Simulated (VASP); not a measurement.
Input of a VASP 6.6.1 run:

File INCAR:

```
SYSTEM = NaF
PREC     = Accurate       ! precision mode
ENCUT    = 520            ! plane-wave cutoff, eV
EDIFF    = 1E-7           ! SCF threshold, eV
ISMEAR   = 0              ! smearing method
SIGMA    = 0.02           ! smearing width, eV
LREAL    = .False.        ! projectors in reciprocal space
LASPH    = .True.         ! aspherical terms in the spheres
NELM     = 80             ! most SCF steps
ALGO     = Normal         ! electronic algorithm
ISIF     = 2              ! what is computed and relaxed
LWAVE    = .False.        ! write WAVECAR
LCHARG   = .False.        ! write CHGCAR
GGA      = PE             ! functional
NBANDS   = 14             ! bands
```

KPOINTS

```
regular mesh
0
Gamma
  8 8 8
  0 0 0
```

Contents of POSCAR:

```
NaF
1.0
    0.0000000000      2.3200000000      2.3200000000
    2.3200000000      0.0000000000      2.3200000000
    2.3200000000      2.3200000000      0.0000000000
Na F
1 1
Direct
    0.0000000000      0.0000000000      0.0000000000
    0.5000000000      0.5000000000      0.5000000000
```

Potentials or basis: VASP PAW PBE potentials, release 64 (Na_pv, F).

Command:

```console
$ cat potpaw_PBE.64/Na_pv/POTCAR potpaw_PBE.64/F/POTCAR > POTCAR
$ mpirun -np 1 vasp_std > vasp.out
```

(1) Predict the band gap on the k mesh.

(2) Predict the pressure.

Results:

(1) 6.28 eV, direct.

(2) 1.8 GPa.
